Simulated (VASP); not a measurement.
# CdSe in VASP: further runs

CdSe is run at these levels: PBE, r2SCAN; tasks: single point.

Everything below comes from runs of VASP 6.6.1. Logs are shortened: lines on timing, memory, paths and dates and some standing lists are left out, and cuts for length are marked.

### 1 The cell of the first run

Symmetry: I-4m2, No. 119, tetragonal system. The conventional cell has a = 4.338 Å, b = 4.338 Å, c = 6.329 Å, α = 90.00°, β = 90.00°, γ = 90.00°. Within 3.5 Å of Cd (site symmetry -4m2) lie 4 Se at 2.69 Å. Within 3.5 Å of Se (site symmetry -4m2) lie 4 Cd at 2.69 Å.

### 2 Single point, PBE (uniaxial x strain +3.2%)

Contents of INCAR:

```
PREC     = Accurate       # precision mode
ENCUT    = 520            # plane-wave cutoff, eV
EDIFF    = 1E-6           # SCF threshold, eV
ISMEAR   = -1             # smearing method
SIGMA    = 0.02           # smearing width, eV
LREAL    = F              # projectors in reciprocal space
LASPH    = T              # aspherical terms in the spheres
NELM     = 80             # most SCF steps
ALGO     = Normal         # electronic algorithm
ISIF     = 2              # what is computed and relaxed
LWAVE    = F              # write WAVECAR
LCHARG   = T              # write CHGCAR
GGA      = PE             # functional
LELF     = T              # ELF
LVHAR    = T            
NBANDS   = 16             # bands
```

Contents of KPOINTS:

```
regular mesh
0
Gamma
  8 8 8
```

Contents of POSCAR:

```
CdSe
1.0
    0.0000000000      3.0677809647      3.0677809647
    3.1647228432      0.0000000000      3.0677809647
    3.1647228432      3.0677809647      0.0000000000
Cd Se
1 1
Direct
    0.0000000000      0.0000000000      0.0000000000
    0.2500000000      0.2500000000      0.2500000000
```

Potentials or basis: VASP PAW PBE potentials, release 64 (Cd, Se).

Run with:

```bash
$ cat potpaw_PBE.64/Cd/POTCAR potpaw_PBE.64/Se/POTCAR > POTCAR
$ mpirun -np 1 vasp_std > vasp.out
```

OUTCAR:

```text
PREC = Accurate
   ENCUT = 520
   EDIFF = 1E-6
   ISMEAR = -1
   LREAL = F
   LASPH = T
   NELM = 80
   ISIF = 2
   GGA = PE

 ion  position               nearest neighbor table
   1  0.000  0.000  0.000-   2 2.69   2 2.69   2 2.69   2 2.69
   2  0.250  0.250  0.250-   1 2.69   1 2.69   1 2.69   1 2.69

  LATTYP: Found a body centered tetragonal cell.
 ALAT       =     4.3384974467
 C/A-ratio  =     1.4589027110

  Lattice vectors:

 A1 = (   3.1647228432,   0.0000000000,   3.0677809647)
 A2 = (   3.1647228432,   0.0000000000,  -3.0677809647)
 A3 = (  -3.1647228432,   3.0677809647,   0.0000000000)

Analysis of symmetry for initial positions (statically):
=====================================================================
 Subroutine PRICEL returns:
 Original cell was already a primitive cell.

 Routine SETGRP: Setting up the symmetry group for a
 body centered tetragonal supercell.

 Subroutine GETGRP returns: Found  8 space group operations
 (whereof  8 operations were pure point group operations)
 out of a pool of 16 trial point group operations.

The static configuration has the point symmetry D_2d.

Analysis of symmetry for dynamics (positions and initial velocities):
=====================================================================
 Subroutine PRICEL returns:
 Original cell was already a primitive cell.

 Routine SETGRP: Setting up the symmetry group for a
 body centered tetragonal supercell.

 Subroutine GETGRP returns: Found  8 space group operations
 (whereof  8 operations were pure point group operations)
 out of a pool of 16 trial point group operations.

The dynamic configuration has the point symmetry D_2d.

 Subroutine INISYM returns: Found  8 space group operations
 (whereof  8 operations are pure point group operations),
 and found     1 'primitive' translations

----------------------------------------------------------------------------------------

                                     Primitive cell

  volume of cell :      59.5682

  direct lattice vectors                    reciprocal lattice vectors
     0.000000000  3.067780965  3.067780965    -0.157991718  0.162984257  0.162984257
     3.164722843  0.000000000  3.067780965     0.157991718 -0.162984257  0.162984257
     3.164722843  3.067780965  0.000000000     0.157991718  0.162984257 -0.162984257

  length of vectors
     4.338497447  4.407578782  4.407578782     0.279444304  0.279444304  0.279444304

  position of ions in fractional coordinates (direct lattice)
     0.000000000  0.000000000  0.000000000
     0.250000000  0.250000000  0.250000000

  ion indices of the primitive-cell ions
   primitive index   ion index
                 1           1
                 2           2

----------------------------------------------------------------------------------------

 KPOINTS: regular mesh

Automatic generation of k-mesh.
 Grid dimensions read from file:
 generate k-points for:    8    8    8

 Generating k-lattice:

  Cartesian coordinates                     Fractional coordinates (reciprocal lattice)
    -0.019748965  0.020373032  0.020373032     0.125000000 -0.000000000 -0.000000000
     0.019748965 -0.020373032  0.020373032     0.000000000  0.125000000  0.000000000
     0.019748965  0.020373032 -0.020373032     0.000000000  0.000000000  0.125000000

  Length of vectors
     0.034930538  0.034930538  0.034930538

  Shift w.r.t. Gamma in fractional coordinates (k-lattice)
     0.000000000  0.000000000  0.000000000

 Subroutine IBZKPT returns following result:
 ===========================================

 Found     59 irreducible k-points:

 Following reciprocal coordinates:
            Coordinates               Weight
  0.000000  0.000000  0.000000      1.000000
  0.125000  0.000000  0.000000      8.000000
  0.250000  0.000000  0.000000      8.000000
  0.375000  0.000000  0.000000      8.000000
  0.500000  0.000000  0.000000      4.000000
  0.125000  0.125000  0.000000      4.000000
[... 16 lines left out ...]
  0.250000  0.125000  0.125000      4.000000
  0.375000  0.125000  0.125000      8.000000
 [... further k-points ...]
   k-points           NKPTS =     59   k-points in BZ     NKDIM =     59   number of bands    NBANDS=     16
   number of dos      NEDOS =    301   number of ions     NIONS =      2
   total plane-waves  NPLWV =  41472
   dimension x,y,z NGX =    32 NGY =   36 NGZ =   36
   dimension x,y,z NGXF=    64 NGYF=   72 NGZF=   72
   ions per type =               1   1
   NGX,Y,Z   is equivalent  to a cutoff of  12.26, 13.58, 13.58 a.u.
   NGXF,Y,Z  is equivalent  to a cutoff of  24.52, 27.16, 27.16 a.u.
 SYSTEM =  unknown system
   PREC   = accura    normal or accurate (medium, high low for compatibility)
   ISTART =      0    job   : 0-new  1-cont  2-samecut
   ICHARG =      2    charge: 1-file 2-atom 10-const
   ISPIN  =      1    spin polarized calculation?
   LNONCOLLINEAR =      F non collinear calculations
   LSORBIT =      F    spin-orbit coupling
   LASPH  =      T    aspherical Exc in radial PAW
   ENCUT  =  520.0 eV  38.22 Ry    6.18 a.u.   8.07  8.20  8.20*2*pi/ulx,y,z
   NELM   =     80;   NELMIN=  2; NELMDL= -5     # of ELM steps
   EDIFF  = 0.1E-05   stopping-criterion for ELM
   LREAL  =      F    real-space projection
   EDIFFG = 0.1E-04   stopping-criterion for IOM
   NSW    =      0    number of steps for IOM
   IBRION =     -1    ionic relax: 0-MD 1-quasi-New 2-CG
   NFREE  =      0    steps in history (QN), initial steepest desc. (CG)
   ISIF   =      2    stress and relaxation
   ISYM   =      2    0-nonsym 1-usesym 2-fastsym
   POTIM  = 0.5000    time-step for ionic-motion
   TEBEG  =    0.0;   TEEND  =   0.0 temperature during run
   PSTRESS=    0.0 pullay stress
   NELECT =      18.0000    total number of electrons
   NUPDOWN=      -1.0000    fix difference up-down
   EMIN   =  10.00;   EMAX   =-10.00  energy-range for DOS
   EFERMI =   0.00;   METHOD = LEGACY
   ISMEAR =    -1;   SIGMA  =   0.02  broadening in eV -4-tet -1-fermi 0-gaus
   EFERMI_NEDOS =   21; number of points for ismear=-14 and -15
   IALGO  =     38    algorithm
   IMIX   =      4    mixing-type and parameters
     AMIX     =   0.40;   BMIX     =  1.00
     AMIX_MAG =   1.60;   BMIX_MAG =  1.00
  volume/ion in A,a.u.               =      29.78       200.99
  Fermi-wavevector in a.u.,A,eV,Ry     =   1.098570  2.075995 16.420259  1.206855
  Thomas-Fermi vector in A             =   2.234949
   LORBIT       =      0    0 simple, 1 ext, 2 COOP (PROOUT), +10 PAW based schemes
   GGA     = PE    functional components
   LHFCALC =     F    Hartree Fock is set to
   AEXX    =    0.0000 exact exchange contribution
   IVDW    =     0    specifies the selected vdW correction
   LEPSILON=     F    determine dielectric tensor
   LRPA    =     F    only Hartree local field effects (RPA)
 non-spin polarized calculation
  energy-cutoff  :      520.00
  volume of cell :       59.57
 maximum number of plane-waves:      1628
   NGX = 17   NGY = 17   NGZ = 17

 number of electron      18.0000000 magnetization

 Free energy of the ion-electron system (eV)
  ---------------------------------------------------
  ext. energy  EPLUGINS =         0.00000000
  ---------------------------------------------------
  free energy    TOTEN  =        -5.49725367 eV

  energy without entropy =       -5.49725363  energy(sigma->0) =       -5.49725365

 E-fermi :   0.7694     XC(G=0):  -8.6289

 val. band max:        0.5349701775   @ k =   0.0000   0.0000   0.0000
 cond. band min:       0.9895349777   @ k =   0.0000   0.0000   0.0000
 fundamental gap:      0.4545648002
 Fermi energy:         0.7694317201

 k-point     1 :       0.0000    0.0000    0.0000
  band No.  band energies     occupation
      1     -11.7838      2.00000
      2      -7.2635      2.00000
      3      -7.2499      2.00000
      4      -7.2499      2.00000
      5      -6.9420      2.00000
      6      -6.9368      2.00000
[... 8 lines left out ...]
     15      11.2208      0.00000
     16      11.6994      0.00000

 k-point     2 :       0.1250    0.0000    0.0000
  band No.  band energies     occupation
      1     -11.7369      2.00000
      2      -7.2455      2.00000
      3      -7.2353      2.00000
      4      -7.2089      2.00000
      5      -6.9417      2.00000
      6      -6.9382      2.00000
[... 8 lines left out ...]
     15      10.8318      0.00000
     16      10.9107      0.00000

 k-point     3 :       0.2500    0.0000    0.0000
  band No.  band energies     occupation
      1     -11.6226      2.00000
      2      -7.2134      2.00000
      3      -7.2029      2.00000
      4      -7.0640      2.00000
      5      -6.9378      2.00000
      6      -6.9361      2.00000
[... 8 lines left out ...]
     15      10.5762      0.00000
     16      10.6627      0.00000

 k-point     4 :       0.3750    0.0000    0.0000
  band No.  band energies     occupation
      1     -11.5071      2.00000
      2      -7.1889      2.00000
      3      -7.1767      2.00000
      4      -6.9301      2.00000
      5      -6.9246      2.00000
      6      -6.8283      2.00000
[... 8 lines left out ...]
     15      11.3056      0.00000
     16      11.3842      0.00000

 k-point     5 :       0.5000    0.0000    0.0000
  band No.  band energies     occupation
      1     -11.4591      2.00000
      2      -7.1813      2.00000
      3      -7.1681      2.00000
      4      -6.9241      2.00000
      5      -6.9153      2.00000
      6      -6.6861      2.00000
[... 8 lines left out ...]
     15      12.3654      0.00000
     16      12.5207      0.00000

 k-point     6 :       0.1250    0.1250    0.0000
  band No.  band energies     occupation
      1     -11.7204      2.00000
      2      -7.2345      2.00000
      3      -7.2213      2.00000
      4      -7.2099      2.00000
      5      -6.9468      2.00000
      6      -6.9329      2.00000
[... 8 lines left out ...]
     15      11.2292      0.00000
     16      11.4959      0.00000
[... 267 lines left out ...]
 k-point    21 :       0.5000    0.5000    0.0000
  band No.  band energies     occupation
      1     -11.3518      2.00000
      2      -7.0880      2.00000
      3      -7.0477      2.00000
      4      -7.0240      2.00000
      5      -6.8890      2.00000
      6      -6.6144      2.00000
[... 8 lines left out ...]
     15      12.6166      0.00000
     16      13.4267      0.00000

 k-point    22 :       0.0000    0.1250    0.1250
  band No.  band energies     occupation
      1     -11.7234      2.00000
      2      -7.2222      2.00000
      3      -7.2213      2.00000
      4      -7.2213      2.00000
      5      -6.9520      2.00000
      6      -6.9304      2.00000
[... 8 lines left out ...]
     15      11.1473      0.00000
     16      11.8240      0.00000

 k-point    23 :       0.2500    0.1250    0.1250
  band No.  band energies     occupation
      1     -11.6660      2.00000
      2      -7.2188      2.00000
      3      -7.2157      2.00000
      4      -7.1378      2.00000
      5      -6.9473      2.00000
      6      -6.9282      2.00000
[... 8 lines left out ...]
     15      10.7079      0.00000
     16      11.6482      0.00000

 k-point    24 :       0.3750    0.1250    0.1250
  band No.  band energies     occupation
      1     -11.5514      2.00000
      2      -7.1846      2.00000
      3      -7.1842      2.00000
      4      -6.9895      2.00000
      5      -6.9486      2.00000
      6      -6.8874      2.00000
[... 8 lines left out ...]
     15      11.0653      0.00000
     16      11.8524      0.00000

 [... further k-points ...]

------------------------ aborting loop because EDIFF is reached ----------------------------------------

  FORCE on cell =-STRESS in cart. coord.  units (eV):
  Direction    XX          YY          ZZ          XY          YZ          ZX
  --------------------------------------------------------------------------------------
  -------------------------------------------------------------------------------------
  Total       -0.0871911      0.1267637      0.1267637      0.0000000      0.0000000      0.0000000
  in kB       -2.3451369      3.4095027      3.4095027      0.0000000      0.0000000      0.0000000
  external PRESSURE =       1.4912895 kB  Pullay stress =       0.0000000 kB

 VOLUME and BASIS-vectors are now :
 -----------------------------------------------------------------------------
  energy-cutoff  :      520.00
  volume of cell :       59.57
      direct lattice vectors                 reciprocal lattice vectors
     0.000000000  3.067780965  3.067780965    -0.157991718  0.162984257  0.162984257
     3.164722843  0.000000000  3.067780965     0.157991718 -0.162984257  0.162984257
     3.164722843  3.067780965  0.000000000     0.157991718  0.162984257 -0.162984257

 POSITION                                       TOTAL-FORCE (eV/Angst)
 -----------------------------------------------------------------------------------
      0.00000      0.00000      0.00000        -0.000000     -0.000000     -0.000000
      1.58236      1.53389      1.53389         0.000000      0.000000      0.000000
 -----------------------------------------------------------------------------------
    total drift:                               -0.000001      0.000001      0.000001

  FREE ENERGIE OF THE ION-ELECTRON SYSTEM (eV)
  ---------------------------------------------------
  free  energy   TOTEN  =        -5.4972536669 eV

  energy  without entropy=       -5.4972536346  energy(sigma->0) =       -5.49725365
```

Wall time 50 s (1 thread of AMD EPYC 7R43 (Zen 3), shared host); peak memory 0.19 GiB.

What came out:

```yaml
Free_energy: -5.4973 eV
Pressure: 0.1 GPa
Band_gap_on_the_k_mesh: 0.45 eV, direct
```

Stress tensor (GPa, compression positive):
```
-0.23  0.00  0.00
 0.00  0.34  0.00
 0.00  0.00  0.34
```

Caveat: the cell differs from its parent crystal (uniaxial x strain +3.2%).

### 3 Single point, PBE (epitaxial 111 strain -1.9%)

Contents of INCAR:

```
  PREC = Accurate
  ENCUT = 520
  EDIFF = 1E-6
  ISMEAR = -1
  SIGMA = 0.02
  LREAL = False
  LASPH = True
  NELM = 100
  ALGO = Normal
  ISIF = 2
  LWAVE = False
  LCHARG = False
  GGA = PE
  NBANDS = 16
```

Contents of KPOINTS:

```
Automatic mesh
0
Gamma
  8 8 8
```

Contents of POSCAR:

```
CdSe
1.0
    0.0754753868      3.0834346228      3.0834346228
    3.0834346228      0.0754753868      3.0834346228
    3.0834346228      3.0834346228      0.0754753868
Cd Se
1 1
Direct
    0.0026982822      0.0026982822      0.0026982822
    0.2473017178      0.2473017178      0.2473017178
```

Potentials or basis: VASP PAW PBE potentials, release 64 (Cd, Se).

Run with:

```bash
$ cat potpaw_PBE.64/Cd/POTCAR potpaw_PBE.64/Se/POTCAR > POTCAR
$ mpirun -np 1 vasp_std > vasp.out
```

It took 54 s on 1 thread of AMD EPYC 7R43 (Zen 3), shared host; peak memory 0.18 GiB.

The run converged. Its results:

| Property | Result |
| --- | --- |
| Free energy | -5.4642 eV |
| Pressure | 2.9 GPa |
| Band gap on the k mesh | 0.53 eV, direct |

Stress tensor (GPa, compression positive):
```
 2.87 -0.52 -0.52
-0.52  2.87 -0.52
-0.52 -0.52  2.87
```

Levels at points of the mesh, in eV from the valence-band top:
| k point | band 5 | band 6 | band 7 | band 8 | band 9 | band 10 | band 11 | band 12 | band 13 | band 14 |
| --- | --- | --- | --- | --- | --- | --- | --- | --- | --- | --- |
| (0.00, 0.00, 0.00) | -7.61 | -7.61 | -0.19 | 0.00 | 0.00 | 0.53 | 5.64 | 6.02 | 6.02 | 9.72 |
| (0.50, 0.00, 0.00) | -7.58 | -7.31 | -4.38 | -0.92 | -0.74 | 2.25 | 6.31 | 6.33 | 7.37 | 9.97 |
| (0.50, 0.50, 0.00) | -7.55 | -7.26 | -4.12 | -1.99 | -1.79 | 3.03 | 3.75 | 8.96 | 10.11 | 10.21 |
| (0.50, 0.50, 0.50) | -7.59 | -7.36 | -4.52 | -0.70 | -0.70 | 2.57 | 6.58 | 6.58 | 7.23 | 10.05 |

Caveat: the cell differs from its parent crystal (epitaxial 111 strain -1.9%).

[end of part 1 of 2]
